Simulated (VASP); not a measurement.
# HC28 (a cell with a defect) in VASP: single point with PBE

Aim: the single point of HC28 (a cell with a defect) with PBE.

Everything below comes from runs of VASP 6.6.1. Logs are shortened: lines on timing, memory, paths and dates and some standing lists are left out, and cuts for length are marked.

**1. The cell of the first run**

The cell holds a defect, 29 atoms: a = 6.526 Å, b = 6.526 Å, c = 9.367 Å, α = 69.61°, β = 69.61°, γ = 60.00°.

**2. Single point, PBE**

The input, INCAR:

```
PREC = Accurate
ENCUT = 520
EDIFF = 1E-6
ISMEAR = 0
SIGMA = 0.1
LREAL = F
LASPH = T
NELM = 120
ALGO = Normal
ISIF = 2
LWAVE = F
LCHARG = F
GGA = PE
NBANDS = 76
GGA_COMPAT = F
```

The input, KPOINTS:

```
regular mesh
0
Gamma
  4 4 4
```

The input, POSCAR:

```
HC28
1.0
   -4.9330325621     -4.2721315165      0.0000000000
    1.2332581405     -6.4081972747      0.0000000000
   -1.2332581405     -3.5601095971      8.5756696909
C H
28 1
Direct
    0.7909978816      0.9366815683      0.7646151538
    0.9354791319      0.5107256907      0.7573893625
    0.5105653533      0.8028401241      0.7518074077
    0.6571544589      0.3637649617      0.7518083406
    0.2180798332      0.6562653414      0.7517960967
    0.3650314294      0.2253877655      0.7573964756
    0.0796958369      0.0811615397      0.7574002071
    0.4739965312      0.6196917224      0.7156056869
    0.6031369593      0.1763697154      0.7595020838
    0.1718679948      0.4648871139      0.7567705187
    0.3191931249      0.0354540152      0.7567757661
    0.8897701034      0.3175584931      0.7567723844
    0.0306834832      0.8899777010      0.7594927551
    0.7442857928      0.7488224915      0.7594982357
    0.9652362042      0.1080624328      0.2472071659
    0.1080618011      0.6794646709      0.2472758486
    0.6794952438      0.9652353133      0.2473692524
    0.8224106652      0.5364649459      0.2473725174
    0.3936396396      0.8223190036      0.2473711181
    0.5366421859      0.3937645448      0.2472758486
    0.2509371993      0.2508871468      0.2472760818
    0.6317696071      0.7745912970      0.2476115658
    0.7747590884      0.3461026648      0.2472435479
    0.3461282542      0.6318495011      0.2472666365
    0.4890251283      0.2033199030      0.2472694351
    0.0604933222      0.4889541690      0.2472687354
    0.2032767741      0.0604640399      0.2472424984
    0.9176382490      0.9175833961      0.2472433147
    0.5179708298      0.6635311140      0.5838787151
```

Potentials or basis: VASP PAW PBE potentials, release 64 (C, H).

Started as:

```sh
> cat potpaw_PBE.64/C/POTCAR potpaw_PBE.64/H/POTCAR > POTCAR
> mpirun -np 1 vasp_std > vasp.out
```

OUTCAR:

```text
PREC = Accurate
   ENCUT = 520
   EDIFF = 1E-6
   ISMEAR = 0
   LREAL = F
   LASPH = T
   NELM = 120
   ISIF = 2
   GGA = PE

 ion  position               nearest neighbor table
   1  0.791  0.937  0.765-  13 1.42  14 1.42   9 1.42
   2  0.935  0.511  0.757-  10 1.42  14 1.43  12 1.44
   3  0.511  0.803  0.752-  14 1.41  11 1.41   8 1.49
   4  0.657  0.364  0.752-   9 1.41  12 1.41   8 1.49
   5  0.218  0.656  0.752-  13 1.41  10 1.41   8 1.49
   6  0.365  0.225  0.757-  11 1.42   9 1.43  10 1.44
   7  0.080  0.081  0.757-  12 1.42  13 1.43  11 1.44
   8  0.474  0.620  0.716-  29 1.13   5 1.49   3 1.49   4 1.49
   9  0.603  0.176  0.760-   4 1.41   1 1.42   6 1.43
  10  0.172  0.465  0.757-   5 1.41   2 1.42   6 1.44
  11  0.319  0.035  0.757-   3 1.41   6 1.42   7 1.44
  12  0.890  0.318  0.757-   4 1.41   7 1.42   2 1.44
  13  0.031  0.890  0.759-   5 1.41   1 1.42   7 1.43
  14  0.744  0.749  0.759-   3 1.41   1 1.42   2 1.43
[... 12 lines left out ...]
  27  0.203  0.060  0.247-  15 1.42  19 1.42  21 1.42
  28  0.918  0.918  0.247-  15 1.42  17 1.42  16 1.42
  29  0.518  0.664  0.584-   8 1.13

  LATTYP: Found a trigonal (rhomboedric) cell.
 ALAT       =     9.3668253230
 COS(alpha) =     0.7573103951

  Lattice vectors:

 A1 = (   3.6997744216,   0.7120219194,   8.5756696909)
 A2 = (  -2.4665162810,   2.8480876776,   8.5756696909)
 A3 = (  -1.2332581405,  -3.5601095971,   8.5756696909)

Analysis of symmetry for initial positions (statically):
=====================================================================
 Subroutine PRICEL returns:
 Original cell was already a primitive cell.

 Routine SETGRP: Setting up the symmetry group for a
 trigonal (rhombohedral) supercell.

 Subroutine GETGRP returns: Found  1 space group operations
 (whereof  1 operations were pure point group operations)
 out of a pool of 12 trial point group operations.

The static configuration has the point symmetry C_1 .

Analysis of symmetry for dynamics (positions and initial velocities):
=====================================================================
 Subroutine PRICEL returns:
 Original cell was already a primitive cell.

 Routine SETGRP: Setting up the symmetry group for a
 trigonal (rhombohedral) supercell.

 Subroutine GETGRP returns: Found  1 space group operations
 (whereof  1 operations were pure point group operations)
 out of a pool of 12 trial point group operations.

The dynamic configuration has the point symmetry C_1 .

 Subroutine INISYM returns: Found  1 space group operations
 (whereof  1 operations are pure point group operations),
 and found     1 'primitive' translations

----------------------------------------------------------------------------------------

                                     Primitive cell

  volume of cell :     316.2749

  direct lattice vectors                    reciprocal lattice vectors
    -4.933032562 -4.272131517  0.000000000    -0.173755767 -0.033439313 -0.038869656
     1.233258141 -6.408197275  0.000000000     0.115837178 -0.133757252 -0.038869656
    -1.233258141 -3.560109597  8.575669691     0.000000000  0.000000000  0.116608969

  length of vectors
     6.525788684  6.525788684  9.366825323     0.181163198  0.181163198  0.116608969

  position of ions in fractional coordinates (direct lattice)
     0.790997882  0.936681568  0.764615154
     0.935479132  0.510725691  0.757389362
     0.510565353  0.802840124  0.751807408
     0.657154459  0.363764962  0.751808341
     0.218079833  0.656265341  0.751796097
     0.365031429  0.225387766  0.757396476
[... 21 lines left out ...]
     0.917638249  0.917583396  0.247243315
     0.517970830  0.663531114  0.583878715

  ion indices of the primitive-cell ions
   primitive index   ion index
                 1           1
                 2           2
                 3           3
                 4           4
                 5           5
                 6           6
[... 21 lines left out ...]
                28          28
                29          29

----------------------------------------------------------------------------------------

 KPOINTS: regular mesh

Automatic generation of k-mesh.
 Grid dimensions read from file:
 generate k-points for:    4    4    4

 Generating k-lattice:

  Cartesian coordinates                     Fractional coordinates (reciprocal lattice)
    -0.043438942 -0.008359828 -0.009717414     0.250000000  0.000000000  0.000000000
     0.028959295 -0.033439313 -0.009717414    -0.000000000  0.250000000  0.000000000
     0.000000000  0.000000000  0.029152242     0.000000000  0.000000000  0.250000000

  Length of vectors
     0.045290800  0.045290800  0.029152242

  Shift w.r.t. Gamma in fractional coordinates (k-lattice)
     0.000000000  0.000000000  0.000000000

 Subroutine IBZKPT returns following result:
 ===========================================

 Found     36 irreducible k-points:

 Following reciprocal coordinates:
            Coordinates               Weight
  0.000000  0.000000  0.000000      1.000000
  0.250000  0.000000 -0.000000      2.000000
  0.000000  0.250000  0.000000      2.000000
 -0.250000 -0.250000 -0.250000      2.000000
  0.500000  0.000000 -0.000000      1.000000
  0.000000  0.500000  0.000000      1.000000
[... 16 lines left out ...]
  0.000000  0.000000  0.250000      2.000000
  0.500000  0.000000  0.250000      2.000000
 [... further k-points ...]
   k-points           NKPTS =     36   k-points in BZ     NKDIM =     36   number of bands    NBANDS=     76
   number of dos      NEDOS =    301   number of ions     NIONS =     29
   total plane-waves  NPLWV = 175000
   dimension x,y,z NGX =    50 NGY =   50 NGZ =   70
   dimension x,y,z NGXF=   100 NGYF=  100 NGZF=  140
   ions per type =              28   1
   NGX,Y,Z   is equivalent  to a cutoff of  12.74, 12.74, 12.42 a.u.
   NGXF,Y,Z  is equivalent  to a cutoff of  25.48, 25.48, 24.85 a.u.
 SYSTEM =  unknown system
   PREC   = accura    normal or accurate (medium, high low for compatibility)
   ISTART =      0    job   : 0-new  1-cont  2-samecut
   ICHARG =      2    charge: 1-file 2-atom 10-const
   ISPIN  =      1    spin polarized calculation?
   LNONCOLLINEAR =      F non collinear calculations
   LSORBIT =      F    spin-orbit coupling
   LASPH  =      T    aspherical Exc in radial PAW
   ENCUT  =  520.0 eV  38.22 Ry    6.18 a.u.  12.13 12.13 17.42*2*pi/ulx,y,z
   NELM   =    120;   NELMIN=  2; NELMDL= -5     # of ELM steps
   EDIFF  = 0.1E-05   stopping-criterion for ELM
   LREAL  =      F    real-space projection
   EDIFFG = 0.1E-04   stopping-criterion for IOM
   NSW    =      0    number of steps for IOM
   IBRION =     -1    ionic relax: 0-MD 1-quasi-New 2-CG
   NFREE  =      0    steps in history (QN), initial steepest desc. (CG)
   ISIF   =      2    stress and relaxation
   ISYM   =      2    0-nonsym 1-usesym 2-fastsym
   POTIM  = 0.5000    time-step for ionic-motion
   TEBEG  =    0.0;   TEEND  =   0.0 temperature during run
   PSTRESS=    0.0 pullay stress
   NELECT =     113.0000    total number of electrons
   NUPDOWN=      -1.0000    fix difference up-down
   EMIN   =  10.00;   EMAX   =-10.00  energy-range for DOS
   EFERMI =   0.00;   METHOD = LEGACY
   ISMEAR =     0;   SIGMA  =   0.10  broadening in eV -4-tet -1-fermi 0-gaus
   EFERMI_NEDOS =   21; number of points for ismear=-14 and -15
   IALGO  =     38    algorithm
   IMIX   =      4    mixing-type and parameters
     AMIX     =   0.40;   BMIX     =  1.00
     AMIX_MAG =   1.60;   BMIX_MAG =  1.00
  volume/ion in A,a.u.               =      10.91        73.60
  Fermi-wavevector in a.u.,A,eV,Ry     =   1.161661  2.195221 18.360468  1.349456
  Thomas-Fermi vector in A             =   2.298231
   LORBIT       =      0    0 simple, 1 ext, 2 COOP (PROOUT), +10 PAW based schemes
   GGA     = PE    functional components
   LHFCALC =     F    Hartree Fock is set to
   AEXX    =    0.0000 exact exchange contribution
   IVDW    =     0    specifies the selected vdW correction
   LEPSILON=     F    determine dielectric tensor
   LRPA    =     F    only Hartree local field effects (RPA)
 non-spin polarized calculation
 Gauss-broadening in eV      SIGMA  =   0.10
  energy-cutoff  :      520.00
  volume of cell :      316.27
 maximum number of plane-waves:      8542
 NGX is ok and might be reduce to    50
   NGX = 25   NGY = 25   NGZ = 35

 number of electron     113.0000001 magnetization

 Free energy of the ion-electron system (eV)
  ---------------------------------------------------
  ext. energy  EPLUGINS =         0.00000000
  ---------------------------------------------------
  free energy    TOTEN  =      -260.19907412 eV

  energy without entropy =     -260.16308157  energy(sigma->0) =     -260.18107785

 E-fermi :   3.0500     XC(G=0):  -8.7513

 val. band max:        3.0010905682   @ k =   0.5000   0.5000   0.5000
 cond. band min:       3.1177045518   @ k =   0.2500   0.0000  -0.0000
 fundamental gap:      0.1166139836
 Fermi energy:         3.0499895919

 k-point     1 :       0.0000    0.0000    0.0000
  band No.  band energies     occupation
      1     -16.7669      2.00000
      2     -16.5976      2.00000
      3     -13.4763      2.00000
      4     -13.4682      2.00000
      5     -13.4681      2.00000
      6     -13.4623      2.00000
[... 60 lines left out ...]
     67       6.9462      0.00000
     68       6.9683      0.00000

 k-point     2 :       0.2500    0.0000   -0.0000
  band No.  band energies     occupation
      1     -16.5560      2.00000
      2     -16.3873      2.00000
      3     -14.8879      2.00000
      4     -14.7242      2.00000
      5     -14.0708      2.00000
      6     -14.0680      2.00000
[... 60 lines left out ...]
     67       7.8372      0.00000
     68       8.4411      0.00000

 k-point     3 :       0.0000    0.2500    0.0000
  band No.  band energies     occupation
      1     -16.5560      2.00000
      2     -16.3873      2.00000
      3     -14.8879      2.00000
      4     -14.7242      2.00000
      5     -14.0708      2.00000
      6     -14.0680      2.00000
[... 1480 lines left out ...]
     67       6.9299      0.00000
     68       6.9480      0.00000

 k-point    24 :       0.5000    0.0000    0.2500
  band No.  band energies     occupation
      1     -15.9293      2.00000
      2     -15.9220      2.00000
      3     -15.7870      2.00000
      4     -15.7310      2.00000
      5     -14.2745      2.00000
      6     -14.2715      2.00000
[... 60 lines left out ...]
     67       7.9039      0.00000
     68       8.0690      0.00000

 [... further k-points ...]

 [bands above 68 left out]

------------------------ aborting loop because EDIFF is reached ----------------------------------------

  FORCE on cell =-STRESS in cart. coord.  units (eV):
  Direction    XX          YY          ZZ          XY          YZ          ZX
  --------------------------------------------------------------------------------------
  -------------------------------------------------------------------------------------
  Total        4.0845726      4.0831837      0.0183691     -0.0000733      0.0006925     -0.0006118
  in kB       20.6915258     20.6844897      0.0930537     -0.0003714      0.0035081     -0.0030991
  external PRESSURE =      13.8230231 kB  Pullay stress =       0.0000000 kB

 VOLUME and BASIS-vectors are now :
 -----------------------------------------------------------------------------
  energy-cutoff  :      520.00
  volume of cell :      316.27
      direct lattice vectors                 reciprocal lattice vectors
    -4.933032562 -4.272131517  0.000000000    -0.173755767 -0.033439313 -0.038869656
     1.233258141 -6.408197275  0.000000000     0.115837178 -0.133757252 -0.038869656
    -1.233258141 -3.560109597  8.575669691     0.000000000  0.000000000  0.116608969

 POSITION                                       TOTAL-FORCE (eV/Angst)
 -----------------------------------------------------------------------------------
     -3.68982    -12.10380      6.55709         0.000829     -0.000058      0.001744
     -4.91895     -9.96571      6.49512         0.004113      0.002953      0.000464
     -2.45570    -10.00248      6.44725         0.000898      0.008454      0.002325
     -3.72032     -7.81505      6.44726         0.007708     -0.005107      0.003548
     -1.19361     -7.81362      6.44716        -0.008469     -0.002016      0.002884
     -2.45682     -5.70021      6.49518        -0.000287     -0.005216      0.000205
[... 21 lines left out ...]
     -3.70004    -10.68054      2.12028        -0.000420      0.000114     -0.000322
     -2.45694     -8.54355      5.00715         0.001194     -0.000697     -0.026896
 -----------------------------------------------------------------------------------
    total drift:                               -0.000205      0.000181     -0.000224

  FREE ENERGIE OF THE ION-ELECTRON SYSTEM (eV)
  ---------------------------------------------------
  free  energy   TOTEN  =      -260.1990741201 eV

  energy  without entropy=     -260.1630815719  energy(sigma->0) =     -260.18107785
```

It took 11 min on 1 thread of Intel Xeon 6975P-C (Granite Rapids), shared host; peak memory 0.78 GiB.

Results:

| Item | Value |
| --- | --- |
| Free energy | -260.1991 eV |
| Pressure | 1.4 GPa |
| Largest force | 0.027 eV/Å |
| Band gap on the k mesh | zero (an odd number of electrons rules out a gap without spin polarisation) |

Forces in eV/Å, atoms in the order of the input:
```
C    0.001  0.000  0.002
C    0.004  0.003  0.000
C    0.001  0.008  0.002
C    0.008 -0.005  0.004
C   -0.008 -0.002  0.003
C    0.000 -0.005  0.000
C   -0.004  0.001 -0.001
C   -0.002  0.001  0.006
C    0.005  0.004  0.002
C   -0.004  0.003  0.001
C    0.005  0.001  0.002
C   -0.001 -0.004  0.002
C    0.001 -0.005  0.003
C   -0.005  0.001  0.002
C    0.000  0.000  0.000
C    0.001  0.001  0.000
C    0.000  0.001  0.000
C    0.001 -0.001 -0.001
C   -0.001 -0.001 -0.001
C    0.001  0.000  0.000
C   -0.001 -0.001  0.000
C    0.000  0.000  0.001
C    0.000  0.001  0.000
C   -0.001  0.000  0.000
C    0.001  0.001 -0.001
C    0.000 -0.001  0.000
C    0.000  0.000  0.000
C    0.000  0.000  0.000
H    0.001 -0.001 -0.027
```

Stress tensor (GPa, compression positive):
```
2.07 0.00 0.00
0.00 2.07 0.00
0.00 0.00 0.01
```

The gap in the log of VASP goes by the Fermi energy; the results here count the filled bands.